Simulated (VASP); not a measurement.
Wanted: the native input for a VASP 6.6.1 run.

| Property | Result |
| --- | --- |
| Task | single point |
| Functional | PBE |
| Potentials or basis | VASP PAW PBE potentials, release 64 (Zn, O) |
| Cutoff | 520 eV |
| k mesh | 3 × 3 × 3 |
| Occupations | gaussian, width 0.01 eV |
| Spin | no spin polarisation |
| Dipole correction | no |
| Further INCAR settings | LREAL = Auto; ALGO = Normal; EDIFF = 1e-07; NBANDS = 86 |

The structure of ZnO lies in POSCAR:

```
ZnO
1.0
    0.0000000000      0.0000000000     -5.2932332175
   -6.5587815918      0.0000000001      0.0000000000
    3.2793907959      5.6800714763      0.0000000000
Zn O
8 8
Direct
    0.4993955897      0.3333333333      0.1666666667
    0.4993955897      0.8333333333      0.1666666667
    0.4993955897      0.3333333333      0.6666666667
    0.4993955897      0.8333333333      0.6666666667
    0.9993955897      0.6666666667      0.3333333333
    0.9993955897      0.1666666667      0.3333333333
    0.9993955897      0.6666666667      0.8333333333
    0.9993955897      0.1666666667      0.8333333333
    0.1202944103      0.3333333333      0.1666666667
    0.1202944103      0.8333333333      0.1666666667
    0.1202944103      0.3333333333      0.6666666667
    0.1202944103      0.8333333333      0.6666666667
    0.6202944103      0.6666666667      0.3333333333
    0.6202944103      0.1666666667      0.3333333333
    0.6202944103      0.6666666667      0.8333333333
    0.6202944103      0.1666666667      0.8333333333
```

The input as run:

INCAR

```
SYSTEM = ZnO
PREC = Accurate ; ENCUT = 520
EDIFF = 1E-7 ; ISMEAR = 0
SIGMA = 0.01 ; LREAL = Auto
LASPH = .TRUE. ; NELM = 60
ALGO = Normal ; ISIF = 2
LWAVE = .FALSE. ; LCHARG = .TRUE.
GGA = PE ; LELF = .TRUE.
LVHAR = .TRUE. ; NBANDS = 86
```

KPOINTS

```
regular mesh
0
G
  3 3 3
  0 0 0
```

Potentials or basis: VASP PAW PBE potentials, release 64 (Zn, O).

Run with:

```console
$ cat potpaw_PBE.64/Zn/POTCAR potpaw_PBE.64/O/POTCAR > POTCAR
$ mpirun -np 1 vasp_std > vasp.out
```

It gave:

| Quantity | Value |
| --- | --- |
| Pressure | 0.9 GPa |
| Band gap on the k mesh | 0.73 eV |

Run time: 3.4 min on 1 thread of Intel(R) Xeon(R) Platinum 8488C (Sapphire Rapids) (shared host), peak memory 0.33 GiB.
